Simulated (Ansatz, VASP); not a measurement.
## Two plane-wave programs on CoO

INCAR

```
PREC = Accurate ; ENCUT = 600
EDIFF = 1E-6 ; ISMEAR = 0
SIGMA = 0.05 ; LREAL = F
LASPH = T ; NELM = 200
ALGO = Normal ; ISIF = 2
LWAVE = F ; LCHARG = F
ISPIN = 2 ; MAGMOM = 3 0
LORBIT = 11 ; LMAXMIX = 4
LDAU = T ; LDAUTYPE = 1
LDAUL = 2 -1 ; LDAUU = 4 0
LDAUJ = 0.5 0 ; LDAUPRINT = 1
GGA = PS ; NBANDS = 22
GGA_COMPAT = F
```

The input KPOINTS:

```
Automatic mesh
0
Gamma
  9 9 9
```

POSCAR

```
CoO
1.0
   -1.5080004400      1.5080004400      2.1072503600
    1.5080004400     -1.5080004400      2.1072503600
    1.5080004400      1.5080004400     -2.1072503600
Co O
1 1
Direct
    0.0000000000      0.0000000000      0.0000000000
    0.5000000000      0.5000000000      0.0000000000
```

Input for Ansatz:

```yaml
crystal:
  lattice:
    - [-1.50800044, 1.50800044, 2.10725036]
    - [1.50800044, -1.50800044, 2.10725036]
    - [1.50800044, 1.50800044, -2.10725036]
  atoms:
    - { symbol: Co, position: [0.0, 0.0, 0.0], spin: 3.0 }
    - { symbol: O, position: [0.5, 0.5, 0.0] }
basis:
  ecutwfc: 420
  ecutrho_ratio: 4
kpoints:
  mp_grid: { grid: [9, 9, 9] }
hamiltonian:
  xc: pbesol
  hubbard: { sites: [{ site: 0, l: d, u: 4.0, j: 0.5 }] }
scf:
  occupations: { method: gaussian, width: 0.05 }
  lower_state_search: "off"
  max_iter: 150
output:
  forces: true
  stress: true
  eigenvalues: true
  populations: true
  hubbard: { sites: [{ site: 0, l: d }] }
magnetization:
  spin_polarized: true
```

Alike in both runs: task single point; functional PBEsol; k mesh 9 × 9 × 9; occupations gaussian, width 0.05 eV; collinear spin; Hubbard terms Co d U = 4.0 eV, J = 0.5 eV.

```csv
,VASP,Ansatz
version,VASP 6.6.1,Ansatz 0.2.0
potentials or method,"VASP PAW PBE potentials, release 64 (Co_sv, O), cutoff 600 eV","scalar-relativistic, plane waves, PAW"
valence electrons in the cell,23,23
```

Ansatz gave:

| Property | Result |
| --- | --- |
| gap on the k mesh at the Fermi level (eV) | none |
| pressure (GPa) | -4.6 |
| traceless stress, the component that is largest in VASP (GPa) | -6.04 |
| net moment per atom (μB) | 1.50 |
| size of the moment on the site where the two differ most (μB) | 2.59 |

Q: Estimate VASP's values.

A: gap on the k mesh at the Fermi level (eV): none; pressure (GPa): -8.9; traceless stress, the component that is largest in VASP (GPa): -5.76; net moment per atom (μB): 1.50; size of the moment on the site where the two differ most (μB): 2.69.

VASP's potentials were made for PBE, not for PBEsol. Site moments also hang on the region over which each program counts them. The programs project onto different local orbitals, so the same U acts differently, and such runs can settle in different states. A gap of «none» marks a metal or a gap that the smearing closes. Ansatz's warnings: filled band counts differ across k points.
